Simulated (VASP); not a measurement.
# HgTe (F-43m) in VASP: notebook

Runs on HgTe. Level: PBE. Tasks: relaxation of cell and atoms, single point.

All numbers are computed with VASP 6.6.1; they aren't measurements. Logs are shortened: lines on timing, memory, paths and dates and some standing lists are left out, and cuts for length are marked.

## Step 1: The cell of the first run

It takes space group F-43m (No. 216, cubic). The conventional cell has a = 6.650 Å, b = 6.650 Å, c = 6.650 Å, α = 90.00°, β = 90.00°, γ = 90.00°. Within 3.8 Å of Hg (site symmetry -43m) lie 4 Te at 2.88 Å. Te (site symmetry -43m) has 4 Hg at 2.88 Å within 3.8 Å.

## Step 2: Relaxation of cell and atoms, PBE

INCAR reads:

```
SYSTEM = HgTe
PREC = Accurate
ENCUT = 600
EDIFF = 1E-7
ISMEAR = 0
SIGMA = 0.1
LREAL = .FALSE.
LASPH = .TRUE.
NELM = 80
ALGO = Normal
ISIF = 3
LWAVE = .FALSE.
LCHARG = .FALSE.
GGA = PE
IBRION = 2
NSW = 100
EDIFFG = -0.005
```

KPOINTS reads:

```
Automatic mesh
0
G
  12 12 12
  0 0 0
```

POSCAR reads:

```
HgTe
1.0
    0.0000000000      3.3247980481      3.3247980481
    3.3247980481      0.0000000000      3.3247980481
    3.3247980481      3.3247980481      0.0000000000
Hg Te
1 1
Direct
    0.0000000000      0.0000000000      0.0000000000
    0.2500000000      0.2500000000      0.2500000000
```

Potentials or basis: VASP PAW PBE potentials, release 64 (Hg, Te).

Command:

```bash
cat potpaw_PBE.64/Hg/POTCAR potpaw_PBE.64/Te/POTCAR > POTCAR
mpirun -np 1 vasp_std > vasp.out
```

OUTCAR:

```text
SYSTEM = HgTe
   PREC = Accurate
   ENCUT = 600
   EDIFF = 1E-7
   ISMEAR = 0
   LREAL = .FALSE.
   LASPH = .TRUE.
   NELM = 80
   ISIF = 3
   GGA = PE
   IBRION = 2
   NSW = 100
   EDIFFG = -0.005

 ion  position               nearest neighbor table
   1  0.000  0.000  0.000-   2 2.88   2 2.88   2 2.88   2 2.88
   2  0.250  0.250  0.250-   1 2.88   1 2.88   1 2.88   1 2.88

  LATTYP: Found a face centered cubic cell.
 ALAT       =     6.6495960962

  Lattice vectors:

 A1 = (   0.0000000000,   3.3247980481,   3.3247980481)
 A2 = (   3.3247980481,   0.0000000000,   3.3247980481)
 A3 = (   3.3247980481,   3.3247980481,   0.0000000000)

Analysis of symmetry for initial positions (statically):
=====================================================================
 Subroutine PRICEL returns:
 Original cell was already a primitive cell.

 Routine SETGRP: Setting up the symmetry group for a
 face centered cubic supercell.

 Subroutine GETGRP returns: Found 24 space group operations
 (whereof 24 operations were pure point group operations)
 out of a pool of 48 trial point group operations.

The static configuration has the point symmetry T_d .

Analysis of symmetry for dynamics (positions and initial velocities):
=====================================================================
 Subroutine PRICEL returns:
 Original cell was already a primitive cell.

 Routine SETGRP: Setting up the symmetry group for a
 face centered cubic supercell.

 Subroutine GETGRP returns: Found 24 space group operations
 (whereof 24 operations were pure point group operations)
 out of a pool of 48 trial point group operations.

The dynamic configuration has the point symmetry T_d .

 Subroutine INISYM returns: Found 24 space group operations
 (whereof 24 operations are pure point group operations),
 and found     1 'primitive' translations

----------------------------------------------------------------------------------------

                                     Primitive cell

  volume of cell :      73.5065

  direct lattice vectors                    reciprocal lattice vectors
     0.000000000  3.324798048  3.324798048    -0.150385074  0.150385074  0.150385074
[... 150 lines left out ...]
  energy-cutoff  :      600.00
  volume of cell :       73.51
      direct lattice vectors                 reciprocal lattice vectors
     0.000000000  3.324798048  3.324798048    -0.150385074  0.150385074  0.150385074
     3.324798048  0.000000000  3.324798048     0.150385074 -0.150385074  0.150385074
     3.324798048  3.324798048  0.000000000     0.150385074  0.150385074 -0.150385074

 POSITION                                       TOTAL-FORCE (eV/Angst)
 -----------------------------------------------------------------------------------
      0.00000      0.00000      0.00000         0.000000      0.000000      0.000000
      1.66240      1.66240      1.66240        -0.000000     -0.000000     -0.000000
 -----------------------------------------------------------------------------------
    total drift:                               -0.000000     -0.000000     -0.000000

  FREE ENERGIE OF THE ION-ELECTRON SYSTEM (eV)
  ---------------------------------------------------
  free  energy   TOTEN  =        -3.6519104538 eV

  energy  without entropy=       -3.6517460915  energy(sigma->0) =       -3.65182827

--------------------------------------- Ionic step        2  -------------------------------------------

 number of electron      18.0000002 magnetization

 Free energy of the ion-electron system (eV)
  ---------------------------------------------------
  ext. energy  EPLUGINS =         0.00000000
  ---------------------------------------------------
  free energy    TOTEN  =        -3.65195402 eV

  energy without entropy =       -3.65178936  energy(sigma->0) =       -3.65187169

 E-fermi :   2.2858     XC(G=0):  -8.3485

 val. band max:        2.2139346057   @ k =   0.0000   0.0000   0.0000
 cond. band min:       2.5649938114   @ k =   0.0833   0.0000   0.0000
 fundamental gap:      0.3510592057
 Fermi energy:         2.2857945118

 k-point     1 :       0.0000    0.0000    0.0000
  band No.  band energies     occupation
      1      -9.1867      2.00000
      2      -4.6674      2.00000
      3      -4.6674      2.00000
      4      -4.6674      2.00000
      5      -4.2375      2.00000
      6      -4.2375      2.00000
      7       1.2860      2.00000
      8       2.2139      1.69049
      9       2.2139      1.69049
     10       2.2139      1.69049
     11       6.5905      0.00000
     12       6.5905      0.00000
     13       6.5905      0.00000
[... 354 lines left out ...]
  band No.  band energies     occupation
      1      -8.6714      2.00000
      2      -4.5446      2.00000
      3      -4.5291      2.00000
      4      -4.2479      2.00000
      5      -4.2280      2.00000
      6      -3.9620      2.00000
      7      -2.6347      2.00000
      8       0.3737      2.00000
      9       1.1843      2.00000
     10       3.9302      0.00000
     11       6.9019      0.00000
     12       7.8348      0.00000
     13       8.7286      0.00000

 [... further k-points ...]

------------------------ aborting loop because EDIFF is reached ----------------------------------------

  FORCE on cell =-STRESS in cart. coord.  units (eV):
  Direction    XX          YY          ZZ          XY          YZ          ZX
  --------------------------------------------------------------------------------------
  -------------------------------------------------------------------------------------
  Total       -0.0034160     -0.0034160     -0.0034160     -0.0000000      0.0000000      0.0000000
  in kB       -0.0742587     -0.0742587     -0.0742587     -0.0000000      0.0000000      0.0000000
  external PRESSURE =      -0.0742587 kB  Pullay stress =       0.0000000 kB

 VOLUME and BASIS-vectors are now :
 -----------------------------------------------------------------------------
  energy-cutoff  :      600.00
  volume of cell :       73.70
      direct lattice vectors                 reciprocal lattice vectors
     0.000000000  3.327731137  3.327731137    -0.150252523  0.150252523  0.150252523
     3.327731137  0.000000000  3.327731137     0.150252523 -0.150252523  0.150252523
     3.327731137  3.327731137  0.000000000     0.150252523  0.150252523 -0.150252523

 POSITION                                       TOTAL-FORCE (eV/Angst)
 -----------------------------------------------------------------------------------
      0.00000      3.32773      3.32773        -0.000000     -0.000000     -0.000000
      1.66387      1.66387      1.66387         0.000000      0.000000      0.000000
 -----------------------------------------------------------------------------------
    total drift:                               -0.000000     -0.000000     -0.000000

  FREE ENERGIE OF THE ION-ELECTRON SYSTEM (eV)
  ---------------------------------------------------
  free  energy   TOTEN  =        -3.6519540178 eV

  energy  without entropy=       -3.6517893640  energy(sigma->0) =       -3.65187169

 reached required accuracy - stopping structural energy minimisation
```

CONTCAR:

```text
HgTe
   1.00000000000000
     0.0000000000000000    3.3277311373808565    3.3277311373808565
     3.3277311373808565    0.0000000000000000    3.3277311373808565
     3.3277311373808565    3.3277311373808565    0.0000000000000000
  Hg              Te
     1     1
Direct
     1.0000000000000000    0.0000000000000000    0.0000000000000000
     0.2500000000000000    0.2500000000000000    0.2500000000000000

  0.00000000E+00  0.00000000E+00  0.00000000E+00
  0.00000000E+00  0.00000000E+00  0.00000000E+00
```

It took 74 s on 1 thread of Intel Xeon 6975P-C (Granite Rapids), shared host; peak memory 0.3 GiB.

What came out:

```yaml
Free_energy: -3.6520 eV
Relaxed_volume: 36.85 Å³/atom
Relaxed_cell: a = 4.706 Å, b = 4.706 Å, c = 4.706 Å, α = 60.00°, β = 60.00°, γ = 60.00°
Space_group_after_relaxing_to_0.1_Å: F-43m (No. 216)
Energy_gained_by_relaxing: 0.0 meV/atom
Ionic_steps: 2
Pressure_after_relaxing: 0.0 GPa
Band_gap_on_the_k_mesh: zero (filled and empty bands touch)
```

Final structure:
```yaml
crystal:
  lattice:
    - [0.00000, 3.32773, 3.32773]
    - [3.32773, 0.00000, 3.32773]
    - [3.32773, 3.32773, 0.00000]
  atoms:
    - { symbol: Hg, position: [0.00000, 0.00000, 0.00000] }
    - { symbol: Te, position: [0.25000, 0.25000, 0.25000] }
```

Caveat: semilocal functionals underestimate gaps, and a narrow one can read as zero; spin-orbit coupling is left out, which moves the levels of the heavy elements.

## Step 3: Single point, PBE, non-collinear spin, zero start, spin-orbit coupling

INCAR reads:

```
PREC = Accurate
ENCUT = 520
EDIFF = 1E-7
ISMEAR = 0
SIGMA = 0.1
LREAL = False
LASPH = True
NELM = 150
ALGO = Normal
ISIF = 2
LWAVE = False
LCHARG = False
MAGMOM = 0 0 0 0 0 0
LORBIT = 11
LSORBIT = True
GGA_COMPAT = False
LORBMOM = True
GGA = PE
NBANDS = 30
```

KPOINTS reads:

```
regular mesh
0
Gamma
  9 9 9
```

POSCAR reads:

```
HgTe
1.0
    4.7019744918      0.0000000000      0.0000000000
   -2.3509872459      4.0720293578      0.0000000000
    2.3509872459     -1.3573431193      3.8391460961
Hg Te
1 1
Direct
    0.0000000000      0.0000000000      0.0000000000
    0.2500000000      0.7500000000      0.2500000000
```

Potentials or basis: VASP PAW PBE potentials, release 64 (Hg, Te).

Command:

```bash
cat potpaw_PBE.64/Hg/POTCAR potpaw_PBE.64/Te/POTCAR > POTCAR
mpirun -np 1 vasp_ncl > vasp.out
```

OUTCAR:

```text
PREC = Accurate
   ENCUT = 520
   EDIFF = 1E-7
   ISMEAR = 0
   LREAL = False
   LASPH = True
   NELM = 150
   ISIF = 2
   LORBIT = 11
   LSORBIT = True
   GGA = PE

 ion  position               nearest neighbor table
   1  0.000  0.000  0.000-   2 2.88   2 2.88   2 2.88   2 2.88
   2  0.250  0.750  0.250-   1 2.88   1 2.88   1 2.88   1 2.88

  LATTYP: Found a face centered cubic cell.
 ALAT       =     6.6495960962

  Lattice vectors:

 A1 = (   2.3509872459,  -4.0720293578,   0.0000000000)
 A2 = (   4.7019744918,  -0.0000000000,   0.0000000000)
 A3 = (   2.3509872459,  -1.3573431193,   3.8391460961)

Analysis of symmetry for initial positions (statically):
[... 1084 lines left out ...]
    -0.0001086    -0.0000177     0.0000000    -0.0000177     0.0000000
 l=   3
     0.0000000     0.0000000     0.0000000     0.0000000     0.0000000     0.0000000     0.0000000
     0.0000000     0.0000000     0.0000000     0.0000000     0.0000000     0.0000000     0.0000000
     0.0000000     0.0000000     0.0000000     0.0000000     0.0000000     0.0000000     0.0000000
     0.0000000     0.0000000     0.0000000     0.0000000     0.0000000     0.0000000     0.0000000
     0.0000000     0.0000000     0.0000000     0.0000000     0.0000000     0.0000000     0.0000000
     0.0000000     0.0000000     0.0000000     0.0000000     0.0000000     0.0000000     0.0000000
     0.0000000     0.0000000     0.0000000     0.0000000     0.0000000     0.0000000     0.0000000

 total charge

# of ion       s       p       d       tot
------------------------------------------
    1        0.743   0.366   9.361  10.471
    2        1.375   1.937   0.026   3.339
--------------------------------------------------
tot          2.118   2.304   9.387  13.809

 magnetization (x)

# of ion       s       p       d       tot
------------------------------------------
    1        0.000  -0.000  -0.000  -0.000
    2       -0.000  -0.000  -0.000  -0.000
--------------------------------------------------
tot          0.000  -0.000  -0.000  -0.000

 magnetization (y)

# of ion       s       p       d       tot
------------------------------------------
    1       -0.000   0.000  -0.000  -0.000
    2       -0.000  -0.000   0.000  -0.000
--------------------------------------------------
tot         -0.000  -0.000  -0.000  -0.000

 magnetization (z)

# of ion       s       p       d       tot
------------------------------------------
    1        0.000   0.000  -0.000   0.000
    2        0.000   0.000  -0.000   0.000
--------------------------------------------------
tot          0.000   0.000  -0.000   0.000
```

OSZICAR:

```text
N       E                     dE             d eps       ncg     rms          rms(c)
DAV:   1     0.113660792157E+03    0.11366E+03   -0.76943E+03  3300   0.103E+03
DAV:   2     0.140076420184E+01   -0.11226E+03   -0.10630E+03  3670   0.249E+02
DAV:   3    -0.417385601201E+01   -0.55746E+01   -0.55319E+01  3844   0.549E+01
DAV:   4    -0.424289415759E+01   -0.69038E-01   -0.69008E-01  4120   0.566E+00
DAV:   5    -0.424379747435E+01   -0.90332E-03   -0.90330E-03  3872   0.642E-01    0.811E+00
DAV:   6    -0.404831986781E+01    0.19548E+00   -0.37473E-01  3594   0.882E+00    0.617E+00
DAV:   7    -0.404580206533E+01    0.25178E-02   -0.12512E-01  3648   0.237E+00    0.293E+00
DAV:   8    -0.404511915068E+01    0.68291E-03   -0.79470E-03  3696   0.976E-01    0.112E+00
DAV:   9    -0.404507272974E+01    0.46421E-04   -0.72881E-04  3644   0.241E-01    0.300E-01
DAV:  10    -0.404514552597E+01   -0.72796E-04   -0.38462E-04  3750   0.235E-01    0.668E-02
DAV:  11    -0.404515152647E+01   -0.60005E-05   -0.34914E-05  3702   0.757E-02    0.248E-02
DAV:  12    -0.404515940752E+01   -0.78811E-05   -0.22177E-05  3826   0.433E-02    0.230E-02
DAV:  13    -0.404515924671E+01    0.16082E-06   -0.19920E-06  3754   0.126E-02    0.191E-02
DAV:  14    -0.404515869823E+01    0.54848E-06   -0.27728E-06  3572   0.176E-02    0.429E-03
DAV:  15    -0.404515860597E+01    0.92265E-07   -0.77875E-07  3528   0.718E-03
   1 F= -.40451586E+01 E0= -.40450324E+01  d E =-.252460E-03  mag=    -0.0000     0.0000    -0.0000
```

It took 3.6 min on 1 thread of Intel Xeon 6975P-C (Granite Rapids), shared host; peak memory 0.48 GiB.

Results:

* Free energy: -4.0452 eV
* Pressure: -0.1 GPa
* Net moment: 0.00 μB per cell
* Valence electrons inside the program's atomic spheres: Hg 10.47; Te 3.34

Moments on the atoms (μB; x, y, z):
```
Hg  0.00 0.00 0.00
Te  0.00 0.00 0.00
```

The gap in the log of VASP goes by the Fermi energy; the results here count the filled bands.